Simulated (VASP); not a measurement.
A run of VASP 6.6.1 is set up as follows.

File INCAR:

```
ALGO = Normal ; EDIFF = 1E-6
ENCUT = 820 ; GGA = PS
GGA_COMPAT = F ; ISIF = 2
ISMEAR = 0 ; LASPH = T
LCHARG = F ; LREAL = F
LWAVE = F ; NBANDS = 16
NELM = 120 ; PREC = Accurate
SIGMA = 0.15
```

The input KPOINTS:

```
k-points
0
Gamma
  24 24 24
```

Contents of POSCAR:

```
Cu
1.0
   -1.4644352198      1.4644352198      1.3347990065
    1.4644352198     -1.4644352198      1.3347990065
    1.4644352198      1.4644352198     -1.3347990065
Cu
1
Direct
    0.0000000000      0.0000000000      0.0000000000
```

Potentials or basis: VASP PAW PBE potentials, release 64 (Cu_sv_GW).

Command:

```sh
$ cat potpaw_PBE.64/Cu_sv_GW/POTCAR > POTCAR
$ mpirun -np 1 vasp_std > vasp.out
```

Q: Estimate the pressure.

A: -1.8 GPa.

Q: What does it give for the band gap on the k mesh?

A: Zero (an odd number of electrons rules out a gap without spin polarisation).

Stress tensor (GPa, compression positive):
```
-2.04  0.00  0.00
 0.00 -2.04  0.00
 0.00  0.00 -1.29
```

Caveat: the cell differs from its parent crystal (strain +0.015 along x and y, -0.030 along z); the PAW data sets were made with another functional, which shifts forces and pressure a little.
